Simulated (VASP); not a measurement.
Wanted: the native input for a VASP 6.6.1 run.

```
Task                   : single point
Functional             : PBE
Potentials or basis    : VASP PAW PBE potentials, release 64 (B, As)
Cutoff                 : 500 eV
k mesh                 : 10 × 10 × 10
Occupations            : gaussian, width 0.02 eV
Spin                   : no spin polarisation
Dipole correction      : no
Further INCAR settings : ALGO = Normal; EDIFF = 1e-06; NBANDS = 11
```

The structure of BAs (mix) lies in POSCAR:

```
BAs
1.0
    0.0000000000      2.4045419079      2.4045419079
    2.4045419079      0.0000000000      2.4045419079
    2.4045419079      2.4045419079      0.0000000000
B As
1 1
Direct
    0.0000000000      0.0000000000      0.0000000000
    0.2500000000      0.2500000000      0.2500000000
```

The input as run:

INCAR

```
PREC = Accurate
ENCUT = 500
EDIFF = 1E-6
ISMEAR = 0
SIGMA = 0.02
LREAL = False
LASPH = True
NELM = 120
ALGO = Normal
ISIF = 2
LWAVE = False
LCHARG = False
GGA = PE
NBANDS = 11
GGA_COMPAT = False
```

KPOINTS

```
regular mesh
0
Gamma
  10 10 10
```

Potentials or basis: VASP PAW PBE potentials, release 64 (B, As).

Run with:

```console
$ cat potpaw_PBE.64/B/POTCAR potpaw_PBE.64/As/POTCAR > POTCAR
$ mpirun -np 1 vasp_std > vasp.out
```

It gave:

```yaml
Pressure: 0.6 GPa
Band_gap_on_the_k_mesh: 1.20 eV, indirect (least direct gap 3.25 eV)
```

Run time: 11 s on 1 thread of Intel(R) Xeon(R) Platinum 8488C (Sapphire Rapids), with other jobs on the host, peak memory 0.15 GiB.
